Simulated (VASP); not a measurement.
# Gd (Im-3m) in VASP: single point with PBEsol

Aim: the single point of Gd with PBEsol.

Program: VASP 6.6.1. These are calculated values, not measurements. Logs are shortened: lines on timing, memory, paths and dates and some standing lists are left out, and cuts for length are marked.

## Step 1: The cell of the first run

The structure is cubic, space group Im-3m (No. 229). Conventional cell: a = 4.050 Å, b = 4.050 Å, c = 4.050 Å, α = 90.00°, β = 90.00°, γ = 90.00°. Gd (site symmetry m-3m) has 14 Gd at 3.51 to 4.05 Å within 4.6 Å.

## Step 2: Single point, PBEsol, collinear spin, ferromagnetic start

INCAR reads:

```
SYSTEM = Gd
  PREC = Accurate
  ENCUT = 520
  EDIFF = 1E-6
  ISMEAR = -1
  SIGMA = 0.05
  LREAL = .FALSE.
  LASPH = .TRUE.
  NELM = 150
  ALGO = Normal
  ISIF = 2
  LWAVE = .FALSE.
  LCHARG = .FALSE.
  ISPIN = 2
  MAGMOM = 14
  LORBIT = 11
  NUPDOWN = 14.0
  LMAXMIX = 6
  GGA = PS
  NBANDS = 19
```

KPOINTS reads:

```
Automatic mesh
0
G
  8 8 8
  0 0 0
```

POSCAR reads:

```
Gd
1.0
   -2.0250000000      2.0250000000      2.0250000000
    2.0250000000     -2.0250000000      2.0250000000
    2.0250000000      2.0250000000     -2.0250000000
Gd
1
Direct
    0.0000000000      0.0000000000      0.0000000000
```

Potentials or basis: VASP PAW PBE potentials, release 64 (Gd).

Started as:

```console
$ cat potpaw_PBE.64/Gd/POTCAR > POTCAR
$ mpirun -np 1 vasp_std > vasp.out
```

OUTCAR:

```text
SYSTEM = Gd
   PREC = Accurate
   ENCUT = 520
   EDIFF = 1E-6
   ISMEAR = -1
   LREAL = .FALSE.
   LASPH = .TRUE.
   NELM = 150
   ISIF = 2
   ISPIN = 2
   LORBIT = 11
   NUPDOWN = 14.0
   GGA = PS

 ion  position               nearest neighbor table
   1  0.000  0.000  0.000-

  LATTYP: Found a body centered cubic cell.
 ALAT       =     4.0500000000

  Lattice vectors:

 A1 = (  -2.0250000000,   2.0250000000,   2.0250000000)
 A2 = (   2.0250000000,  -2.0250000000,   2.0250000000)
 A3 = (   2.0250000000,   2.0250000000,  -2.0250000000)

Analysis of symmetry for initial positions (statically):
=====================================================================
 Subroutine PRICEL returns:
 Original cell was already a primitive cell.

 Routine SETGRP: Setting up the symmetry group for a
 body centered cubic supercell.

 Subroutine GETGRP returns: Found 48 space group operations
 (whereof 48 operations were pure point group operations)
 out of a pool of 48 trial point group operations.

The static configuration has the point symmetry O_h .

Analysis of symmetry for dynamics (positions and initial velocities):
=====================================================================
 Subroutine PRICEL returns:
 Original cell was already a primitive cell.

 Routine SETGRP: Setting up the symmetry group for a
 body centered cubic supercell.

 Subroutine GETGRP returns: Found 48 space group operations
 (whereof 48 operations were pure point group operations)
 out of a pool of 48 trial point group operations.

The dynamic configuration has the point symmetry O_h .

Analysis of structural, dynamic, and magnetic symmetry:
=====================================================================
 Subroutine PRICEL returns:
 Original cell was already a primitive cell.

 Routine SETGRP: Setting up the symmetry group for a
 body centered cubic supercell.

 Subroutine GETGRP returns: Found 48 space group operations
 (whereof 48 operations were pure point group operations)
 out of a pool of 48 trial point group operations.

The overall configuration has the point symmetry O_h .

 Subroutine INISYM returns: Found 48 space group operations
 (whereof 48 operations are pure point group operations),
 and found     1 'primitive' translations

----------------------------------------------------------------------------------------

                                     Primitive cell

  volume of cell :      33.2151

  direct lattice vectors                    reciprocal lattice vectors
    -2.025000000  2.025000000  2.025000000     0.000000000  0.246913580  0.246913580
     2.025000000 -2.025000000  2.025000000     0.246913580  0.000000000  0.246913580
     2.025000000  2.025000000 -2.025000000     0.246913580  0.246913580  0.000000000

  length of vectors
     3.507402885  3.507402885  3.507402885     0.349188534  0.349188534  0.349188534

  position of ions in fractional coordinates (direct lattice)
     0.000000000  0.000000000  0.000000000

  ion indices of the primitive-cell ions
   primitive index   ion index
                 1           1

----------------------------------------------------------------------------------------

 KPOINTS: Automatic mesh

Automatic generation of k-mesh.
 Grid dimensions read from file:
 generate k-points for:    8    8    8

 Generating k-lattice:

  Cartesian coordinates                     Fractional coordinates (reciprocal lattice)
     0.000000000  0.030864198  0.030864198     0.125000000  0.000000000  0.000000000
     0.030864198  0.000000000  0.030864198     0.000000000  0.125000000  0.000000000
     0.030864198  0.030864198  0.000000000     0.000000000  0.000000000  0.125000000

  Length of vectors
     0.043648567  0.043648567  0.043648567

  Shift w.r.t. Gamma in fractional coordinates (k-lattice)
     0.000000000  0.000000000  0.000000000

 Subroutine IBZKPT returns following result:
 ===========================================

 Found     29 irreducible k-points:

 Following reciprocal coordinates:
            Coordinates               Weight
  0.000000  0.000000  0.000000      1.000000
  0.125000  0.000000  0.000000     12.000000
  0.250000  0.000000  0.000000     12.000000
  0.375000  0.000000  0.000000     12.000000
  0.500000  0.000000  0.000000      6.000000
  0.125000  0.125000  0.000000     24.000000
[... 16 lines left out ...]
 -0.250000  0.250000  0.250000      6.000000
 -0.375000  0.375000  0.250000     24.000000
 [... further k-points ...]
   k-points           NKPTS =     29   k-points in BZ     NKDIM =     29   number of bands    NBANDS=     19
   number of dos      NEDOS =    301   number of ions     NIONS =      1
   total plane-waves  NPLWV =  21952
   dimension x,y,z NGX =    28 NGY =   28 NGZ =   28
   dimension x,y,z NGXF=    56 NGYF=   56 NGZF=   56
   ions per type =               1
   NGX,Y,Z   is equivalent  to a cutoff of  13.27, 13.27, 13.27 a.u.
   NGXF,Y,Z  is equivalent  to a cutoff of  26.54, 26.54, 26.54 a.u.
 SYSTEM =  Gd
   PREC   = accura    normal or accurate (medium, high low for compatibility)
   ISTART =      0    job   : 0-new  1-cont  2-samecut
   ICHARG =      2    charge: 1-file 2-atom 10-const
   ISPIN  =      2    spin polarized calculation?
   LNONCOLLINEAR =      F non collinear calculations
   LSORBIT =      F    spin-orbit coupling
   LASPH  =      T    aspherical Exc in radial PAW
   ENCUT  =  520.0 eV  38.22 Ry    6.18 a.u.   6.52  6.52  6.52*2*pi/ulx,y,z
   NELM   =    150;   NELMIN=  2; NELMDL= -5     # of ELM steps
   EDIFF  = 0.1E-05   stopping-criterion for ELM
   LREAL  =      F    real-space projection
   EDIFFG = 0.1E-04   stopping-criterion for IOM
   NSW    =      0    number of steps for IOM
   IBRION =     -1    ionic relax: 0-MD 1-quasi-New 2-CG
   NFREE  =      0    steps in history (QN), initial steepest desc. (CG)
   ISIF   =      2    stress and relaxation
   ISYM   =      2    0-nonsym 1-usesym 2-fastsym
   POTIM  = 0.5000    time-step for ionic-motion
   TEBEG  =    0.0;   TEEND  =   0.0 temperature during run
   PSTRESS=    0.0 pullay stress
   NELECT =      18.0000    total number of electrons
   NUPDOWN=      14.0000    fix difference up-down
   EMIN   =  10.00;   EMAX   =-10.00  energy-range for DOS
   EFERMI =   0.00;   METHOD = LEGACY
   ISMEAR =    -1;   SIGMA  =   0.05  broadening in eV -4-tet -1-fermi 0-gaus
   EFERMI_NEDOS =   21; number of points for ismear=-14 and -15
   IALGO  =     38    algorithm
   IMIX   =      4    mixing-type and parameters
     AMIX     =   0.40;   BMIX     =  1.00
     AMIX_MAG =   1.60;   BMIX_MAG =  1.00
  volume/ion in A,a.u.               =      33.22       224.15
  Fermi-wavevector in a.u.,A,eV,Ry     =   1.334711  2.522238 24.238153  1.781454
  Thomas-Fermi vector in A             =   2.463472
   LORBIT       =     11    0 simple, 1 ext, 2 COOP (PROOUT), +10 PAW based schemes
   GGA     = PS    functional components
   LHFCALC =     F    Hartree Fock is set to
   AEXX    =    0.0000 exact exchange contribution
   IVDW    =     0    specifies the selected vdW correction
   LEPSILON=     F    determine dielectric tensor
   LRPA    =     F    only Hartree local field effects (RPA)
 spin polarized calculation
  energy-cutoff  :      520.00
  volume of cell :       33.22
 maximum number of plane-waves:       935
 NGX is ok and might be reduce to    28
   NGX = 13   NGY = 13   NGZ = 13

 number of electron      18.0000009 magnetization      14.0000011

 Free energy of the ion-electron system (eV)
  ---------------------------------------------------
  ext. energy  EPLUGINS =         0.00000000
  ---------------------------------------------------
  free energy    TOTEN  =        32.83595167 eV

  energy without entropy =       32.87629853  energy(sigma->0) =       32.85612510

 E-fermi : -17.1211     XC(G=0):  -9.7964

 val. band max:        4.9397524521   @ k =  -0.3750   0.3750   0.1250
 cond. band min:     -17.1012757741   @ k =   0.3750   0.2500   0.0000
 fundamental gap:    -22.0410282262
 Fermi energy:         5.0111850764

 spin component 1

 k-point     1 :       0.0000    0.0000    0.0000
  band No.  band energies     occupation
      1     -46.0986      1.00000
      2     -22.8228      1.00000
      3     -22.8228      1.00000
      4     -22.8228      1.00000
      5      -6.0829      1.00000
      6      -6.0829      1.00000
[... 11 lines left out ...]
     18      12.5026      0.00000
     19      12.5026      0.00000

 k-point     2 :       0.1250    0.0000    0.0000
  band No.  band energies     occupation
      1     -46.0907      1.00000
      2     -22.9075      1.00000
      3     -22.8504      1.00000
      4     -22.8229      1.00000
      5      -6.0791      1.00000
      6      -6.0742      1.00000
[... 476 lines left out ...]
 k-point    24 :      -0.3750    0.3750    0.2500
  band No.  band energies     occupation
      1     -46.0309      1.00000
      2     -23.2360      1.00000
      3     -23.0856      1.00000
      4     -23.0308      1.00000
      5      -6.0755      1.00000
      6      -6.0456      1.00000
[... 11 lines left out ...]
     18      10.7950      0.00000
     19      12.2949      0.00000

 [... further k-points ...]

 spin component 2

 k-point     1 :       0.0000    0.0000    0.0000
  band No.  band energies     occupation
      1     -39.6041      1.00000
      2     -16.7115      0.00028
      3     -16.7115      0.00028
      4     -16.7115      0.00028
      5       0.3717      0.00000
      6       0.6062      0.00000
[... 11 lines left out ...]
     18      15.8943      0.00000
     19      15.8943      0.00000

 k-point     2 :       0.1250    0.0000    0.0000
  band No.  band energies     occupation
      1     -39.5943      1.00000
      2     -16.8222      0.00253
      3     -16.7460      0.00055
      4     -16.7120      0.00028
      5       0.6116      0.00000
      6       0.6166      0.00000
[... 476 lines left out ...]
 k-point    24 :      -0.3750    0.3750    0.2500
  band No.  band energies     occupation
      1     -39.5200      1.00000
      2     -17.2404      0.91587
      3     -17.0412      0.16834
      4     -16.9754      0.05148
      5       0.5981      0.00000
      6       0.6624      0.00000
[... 11 lines left out ...]
     18      15.1629      0.00000
     19      16.5935      0.00000

 [... further k-points ...]
[... 5 lines left out ...]
  --------------------------------------------------------------------------------------
  -------------------------------------------------------------------------------------
  Total        1.6384056      1.6384056      1.6384056      0.0000000      0.0000000      0.0000000
  in kB       79.0309024     79.0309024     79.0309024      0.0000000      0.0000000      0.0000000
  external PRESSURE =      79.0309024 kB  Pullay stress =       0.0000000 kB

 VOLUME and BASIS-vectors are now :
 -----------------------------------------------------------------------------
  energy-cutoff  :      520.00
  volume of cell :       33.22
      direct lattice vectors                 reciprocal lattice vectors
    -2.025000000  2.025000000  2.025000000     0.000000000  0.246913580  0.246913580
     2.025000000 -2.025000000  2.025000000     0.246913580  0.000000000  0.246913580
     2.025000000  2.025000000 -2.025000000     0.246913580  0.246913580  0.000000000

 POSITION                                       TOTAL-FORCE (eV/Angst)
 -----------------------------------------------------------------------------------
      0.00000      0.00000      0.00000        -0.000000      0.000000      0.000000
 -----------------------------------------------------------------------------------
    total drift:                               -0.000000     -0.000000     -0.000000

  FREE ENERGIE OF THE ION-ELECTRON SYSTEM (eV)
  ---------------------------------------------------
  free  energy   TOTEN  =        32.8359516667 eV

  energy  without entropy=       32.8762985270  energy(sigma->0) =       32.85612510

 total charge

# of ion       s       p       d       f       tot
--------------------------------------------------
    1        2.034   3.705   2.192   6.940  14.872

 magnetization (x)

# of ion       s       p       d       f       tot
--------------------------------------------------
    1        0.082   1.923   2.192   6.940  11.138
```

Run time: 28 s. Hardware: 1 thread of Intel Xeon 6975P-C (Granite Rapids), shared host; peak memory 0.19 GiB.

Results:

| Quantity | Value |
| --- | --- |
| Free energy | 32.8360 eV |
| Pressure | 7.9 GPa |
| Net moment | 14.00 μB per cell |
| Site moments | Gd +11.14 μB |
| Valence electrons inside the program's atomic spheres | Gd 14.87 |

Caveat: the PAW data sets were made with another functional, which shifts forces and pressure a little; spin-orbit coupling is left out, which moves the levels of the heavy elements; the total moment is fixed, so each spin has its own Fermi level.
